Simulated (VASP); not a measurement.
# AlP in VASP: a series of runs

The runs below take AlP through single point, with PBE.

Program: VASP 6.6.1. These are calculated values, not measurements. Logs are shortened: lines on timing, memory, paths and dates and some standing lists are left out, and cuts for length are marked.

### 1 The cell of the first run

The cell holds a slab with vacuum, 4 atoms: a = 3.854 Å, b = 3.854 Å, c = 10.088 Å, α = 90.00°, β = 90.00°, γ = 90.00°.

### 2 Single point, PBE

Input file INCAR:

```
SYSTEM = AlP
PREC = Accurate
ENCUT = 400
EDIFF = 1E-6
ISMEAR = 0
SIGMA = 0.1
LREAL = .FALSE.
LASPH = .TRUE.
NELM = 120
ALGO = Normal
ISIF = 2
LWAVE = .FALSE.
LCHARG = .FALSE.
LDIPOL = .TRUE.
IDIPOL = 3
DIPOL = 0.5 0.5 0.500
GGA = PE
NBANDS = 16
GGA_COMPAT = .FALSE.
NELMDL = -8
```

Input file KPOINTS:

```
Automatic mesh
0
G
  4 4 1
  0 0 0
```

Input file POSCAR:

```
AlP
1.0
    3.8544390000      0.0000000000      0.0000000000
    0.0000000000      3.8544390000      0.0000000000
    0.0000000000      0.0000000000     10.0882499319
Al P
2 2
Direct
    0.0000000000      0.0000000000      0.2973756618
    0.5000000000      0.5000000000      0.5675414461
    1.0000000000      0.5000000000      0.4324585539
    0.5000000000      0.0000000000      0.7026243382
```

Potentials or basis: VASP PAW PBE potentials, release 64 (Al, P).

The run is started by

```console
> cat potpaw_PBE.64/Al/POTCAR potpaw_PBE.64/P/POTCAR > POTCAR
> mpirun -np 1 vasp_std > vasp.out
```

OUTCAR:

```text
SYSTEM = AlP
   PREC = Accurate
   ENCUT = 400
   EDIFF = 1E-6
   ISMEAR = 0
   LREAL = .FALSE.
   LASPH = .TRUE.
   NELM = 120
   ISIF = 2
   GGA = PE
   NELMDL = -8

 ion  position               nearest neighbor table
   1  0.000  0.000  0.297-   3 2.36   3 2.36
   2  0.500  0.500  0.568-   4 2.36   4 2.36   3 2.36   3 2.36
   3  0.000  0.500  0.432-   1 2.36   1 2.36   2 2.36   2 2.36
   4  0.500  0.000  0.703-   2 2.36   2 2.36

  LATTYP: Found a simple tetragonal cell.
 ALAT       =     3.8544390000
 C/A-ratio  =     2.6173069367

  Lattice vectors:

 A1 = (   3.8544390000,   0.0000000000,   0.0000000000)
 A2 = (   0.0000000000,   3.8544390000,   0.0000000000)
 A3 = (   0.0000000000,   0.0000000000,  10.0882499319)

Analysis of symmetry for initial positions (statically):
=====================================================================
 Subroutine PRICEL returns:
 Original cell was already a primitive cell.

 Routine SETGRP: Setting up the symmetry group for a
 simple tetragonal supercell.

 Subroutine GETGRP returns: Found  4 space group operations
 (whereof  4 operations were pure point group operations)
 out of a pool of 16 trial point group operations.

The static configuration has the point symmetry C_2v.

Analysis of symmetry for dynamics (positions and initial velocities):
=====================================================================
 Subroutine PRICEL returns:
 Original cell was already a primitive cell.

 Routine SETGRP: Setting up the symmetry group for a
 simple tetragonal supercell.

 Subroutine GETGRP returns: Found  4 space group operations
 (whereof  4 operations were pure point group operations)
 out of a pool of 16 trial point group operations.

The dynamic configuration has the point symmetry C_2v.

 Subroutine INISYM returns: Found  4 space group operations
 (whereof  4 operations are pure point group operations),
 and found     1 'primitive' translations

----------------------------------------------------------------------------------------

                                     Primitive cell

  volume of cell :     149.8781

  direct lattice vectors                    reciprocal lattice vectors
     3.854439000  0.000000000  0.000000000     0.259441127  0.000000000  0.000000000
     0.000000000  3.854439000  0.000000000     0.000000000  0.259441127  0.000000000
     0.000000000  0.000000000 10.088249932     0.000000000  0.000000000  0.099125221

  length of vectors
     3.854439000  3.854439000 10.088249932     0.259441127  0.259441127  0.099125221

  position of ions in fractional coordinates (direct lattice)
[... 77 lines left out ...]
   PSTRESS=    0.0 pullay stress
   NELECT =      16.0000    total number of electrons
   NUPDOWN=      -1.0000    fix difference up-down
   EMIN   =  10.00;   EMAX   =-10.00  energy-range for DOS
   EFERMI =   0.00;   METHOD = LEGACY
   ISMEAR =     0;   SIGMA  =   0.10  broadening in eV -4-tet -1-fermi 0-gaus
   EFERMI_NEDOS =   21; number of points for ismear=-14 and -15
   IALGO  =     38    algorithm
   IMIX   =      4    mixing-type and parameters
     AMIX     =   0.40;   BMIX     =  1.00
     AMIX_MAG =   1.60;   BMIX_MAG =  1.00
  volume/ion in A,a.u.               =      37.47       252.86
  Fermi-wavevector in a.u.,A,eV,Ry     =   0.776608  1.467577  8.205955  0.603121
  Thomas-Fermi vector in A             =   1.879122
   LORBIT       =      0    0 simple, 1 ext, 2 COOP (PROOUT), +10 PAW based schemes
   GGA     = PE    functional components
   LHFCALC =     F    Hartree Fock is set to
   AEXX    =    0.0000 exact exchange contribution
   IVDW    =     0    specifies the selected vdW correction
   LEPSILON=     F    determine dielectric tensor
   LRPA    =     F    only Hartree local field effects (RPA)
 non-spin polarized calculation
 Gauss-broadening in eV      SIGMA  =   0.10
  energy-cutoff  :      400.00
  volume of cell :      149.88
 maximum number of plane-waves:      2733
 NGX is ok and might be reduce to    28
   NGX = 13   NGY = 13   NGZ = 33

 number of electron      16.0000004 magnetization

 dipolmoment           0.000000      0.000000      0.163559 electrons x Angstroem

 Free energy of the ion-electron system (eV)
  ---------------------------------------------------
  ext. energy  EPLUGINS =         0.00000000
  ---------------------------------------------------
  free energy    TOTEN  =       -16.67886762 eV

  energy without entropy =      -16.66522784  energy(sigma->0) =      -16.67204773

 E-fermi :   0.4731     XC(G=0):  -6.4706

 val. band max:        0.4392296619   @ k =   0.0000   0.5000   0.0000
 cond. band min:       0.5502881480   @ k =   0.2500   0.2500   0.0000
 fundamental gap:      0.1110584861
 Fermi energy:         0.4730996281

 k-point     1 :       0.0000    0.0000    0.0000
  band No.  band energies     occupation
      1     -11.1035      2.00000
      2      -8.9370      2.00000
      3      -4.5629      2.00000
      4      -1.7664      2.00000
      5      -1.6768      2.00000
      6      -1.1521      2.00000
[... 148 lines left out ...]
      3      -4.9567      2.00000
      4      -4.7541      2.00000
      5      -2.6577      2.00000
      6      -2.2364      2.00000
[... 8 lines left out ...]
     15       6.0318      0.00000
     16       7.0943      0.00000

------------------------ aborting loop because EDIFF is reached ----------------------------------------

 vacuum level on the upper side and lower side of the slab       (xc-potential included)        -0.337        -3.059

  FORCE on cell =-STRESS in cart. coord.  units (eV):
  Direction    XX          YY          ZZ          XY          YZ          ZX
  --------------------------------------------------------------------------------------
  -------------------------------------------------------------------------------------
  Total       -0.9699161     -0.5988274      0.2708019      0.0000000      0.0000000      0.0000000
  in kB      -10.3682758     -6.4013868      2.8948373      0.0000000      0.0000000      0.0000000
  external PRESSURE =      -4.6249418 kB  Pullay stress =       0.0000000 kB

 VOLUME and BASIS-vectors are now :
 -----------------------------------------------------------------------------
  energy-cutoff  :      400.00
  volume of cell :      149.88
      direct lattice vectors                 reciprocal lattice vectors
     3.854439000  0.000000000  0.000000000     0.259441127  0.000000000  0.000000000
     0.000000000  3.854439000  0.000000000     0.000000000  0.259441127  0.000000000
     0.000000000  0.000000000 10.088249932     0.000000000  0.000000000  0.099125221

 POSITION                                       TOTAL-FORCE (eV/Angst)
 -----------------------------------------------------------------------------------
      0.00000      0.00000      3.00000         0.000000      0.000000      0.126840
      1.92722      1.92722      5.72550         0.000000      0.000000      1.037566
      0.00000      1.92722      4.36275         0.000000      0.000000     -0.794060
      1.92722      0.00000      7.08825         0.000000      0.000000     -0.370346
 -----------------------------------------------------------------------------------
    total drift:                               -0.000000     -0.000000      0.032129

  FREE ENERGIE OF THE ION-ELECTRON SYSTEM (eV)
  ---------------------------------------------------
  free  energy   TOTEN  =       -16.6788676229 eV

  energy  without entropy=      -16.6652278375  energy(sigma->0) =      -16.67204773

 vacuum level on the upper side and lower side of the slab         5.472         2.625
```

OSZICAR:

```text
N       E                     dE             d eps       ncg     rms          rms(c)
DAV:   1     0.433555460573E+02    0.43356E+02   -0.45748E+03   288   0.610E+02
DAV:   2    -0.130504533048E+02   -0.56406E+02   -0.50521E+02   392   0.111E+02
DAV:   3    -0.178492992059E+02   -0.47988E+01   -0.47484E+01   400   0.342E+01
DAV:   4    -0.179683318497E+02   -0.11903E+00   -0.11899E+00   384   0.646E+00
DAV:   5    -0.179725895556E+02   -0.42577E-02   -0.42577E-02   472   0.118E+00
DAV:   6    -0.179726667231E+02   -0.77168E-04   -0.77167E-04   384   0.130E-01
DAV:   7    -0.179726682571E+02   -0.15340E-05   -0.15341E-05   456   0.193E-02
DAV:   8    -0.179726682766E+02   -0.19496E-07   -0.19576E-07   296   0.206E-03    0.632E+00
DAV:   9    -0.177238103066E+02    0.24886E+00   -0.17346E+00   336   0.865E+00    0.501E+00
DAV:  10    -0.167869324751E+02    0.93688E+00   -0.15860E+00   352   0.702E+00    0.335E+00
DAV:  11    -0.166843548837E+02    0.10258E+00   -0.28145E-01   360   0.284E+00    0.109E+00
DAV:  12    -0.166826854470E+02    0.16694E-02   -0.51555E-02   368   0.127E+00    0.386E-01
DAV:  13    -0.166782513272E+02    0.44341E-02   -0.59687E-03   352   0.521E-01    0.148E-01
DAV:  14    -0.166785523803E+02   -0.30105E-03   -0.14881E-03   304   0.210E-01    0.114E-01
DAV:  15    -0.166787859838E+02   -0.23360E-03   -0.26489E-04   304   0.861E-02    0.437E-02
DAV:  16    -0.166788587494E+02   -0.72766E-04   -0.17101E-04   312   0.697E-02    0.260E-02
DAV:  17    -0.166788676609E+02   -0.89116E-05   -0.42973E-05   336   0.342E-02    0.212E-02
DAV:  18    -0.166788678999E+02   -0.23894E-06   -0.15982E-05   296   0.255E-02    0.796E-03
DAV:  19    -0.166788676229E+02    0.27697E-06   -0.16211E-06   384   0.682E-03
   1 F= -.16678868E+02 E0= -.16672048E+02  d E =-.136398E-01
```

stdout:

```text
POSCAR found type information on POSCAR AlP
 POSCAR found :  2 types and       4 ions
 scaLAPACK will be used
 LDA part: xc-table for (Slater+PW92), standard interpolation
 POSCAR, INCAR and KPOINTS ok, starting setup
 FFT: planning ... GRIDC
[... 29 lines left out ...]
|                                                                             |
|     of the dipole correction is larger 1E-1, which could mean that your     |
|     workfunction is not accurate as there is no field free region in        |
|     your cell. Please consider either increasing the size of your cell      |
|     along the dipole correction (vacuum dimension) or perhaps               |
|     increasing the precision of your calculation.                           |
|                                                                             |
 -----------------------------------------------------------------------------
```

It took 32 s on 1 thread of Intel Xeon 8259CL, shared host; peak memory 0.21 GiB.

Results:

- Free energy: -16.6789 eV
- Largest force: 1.038 eV/Å
- Band gap on the k mesh: 0.11 eV (least direct gap 0.40 eV)

Forces in eV/Å, atoms in the order of the input:
```
Al   0.000  0.000  0.127
Al   0.000  0.000  1.038
P    0.000  0.000 -0.794
P    0.000  0.000 -0.370
```

Levels at points of the mesh, in eV from the valence-band top:
```csv
k point,band 4,band 5,band 6,band 7,band 8,band 9,band 10,band 11,band 12,band 13
"(0.00, 0.00, 0.00)",-2.21,-2.12,-1.59,-0.50,-0.02,0.83,2.03,2.50,3.78,4.29
"(0.50, 0.00, 0.00)",-4.40,-1.62,-1.46,-1.03,-0.45,0.76,0.78,3.11,4.04,5.27
"(0.00, 0.50, 0.00)",-4.95,-2.26,-1.57,-1.54,0.00,1.23,2.85,3.46,4.04,4.59
"(0.50, 0.50, 0.00)",-5.19,-3.10,-2.68,-1.15,-1.09,0.34,0.43,3.12,3.25,4.42
```

[end of part 1 of 2]
